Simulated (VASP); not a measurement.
Here is a VASP 6.6.1 calculation.

The input INCAR:

```
SYSTEM = WS2
PREC = Accurate
ENCUT = 520
EDIFF = 1E-7
ISMEAR = 0
SIGMA = 0.05
LREAL = .FALSE.
LASPH = .TRUE.
NELM = 100
ALGO = Normal
ISIF = 2
LWAVE = .FALSE.
LCHARG = .FALSE.
GGA = PS
NBANDS = 20
```

KPOINTS

```
regular mesh
0
G
  12 12 2
  0 0 0
```

File POSCAR:

```
WS2
1.0
    3.1457762098      0.0000000000      0.0000000000
   -1.5728881049      2.7243221123      0.0000000000
    0.0000000000      0.0000000000     16.9534209708
W S
1 2
Direct
    0.3276331474      0.6822398644      0.0000000000
    0.6666666667      0.3333333333      0.9075761480
    0.6666666667      0.3333333333      0.0924238520
```

Potentials or basis: VASP PAW PBE potentials, release 64 (W_sv, S).

The run is started by

```bash
$ cat potpaw_PBE.64/W_sv/POTCAR potpaw_PBE.64/S/POTCAR > POTCAR
$ mpirun -np 1 vasp_std > vasp.out
```

Question: Predict the largest force.

Answer: 1.310 eV/Å.

Question: What does it give for the band gap on the k mesh?

Answer: 1.94 eV.

Forces in eV/Å, atoms in the order of the input:
```
W    0.916 -0.936  0.000
S   -0.458  0.468 -0.067
S   -0.458  0.468  0.067
```

Caveat: the cell differs from its parent crystal (atom 1 (W) moved -0.060 Å along Cartesian [1 -1 0]); there is no dipole correction, which matters where the two faces differ; the PAW data sets were made with another functional, which shifts forces and pressure a little; spin-orbit coupling is left out, which moves the levels of the heavy elements.
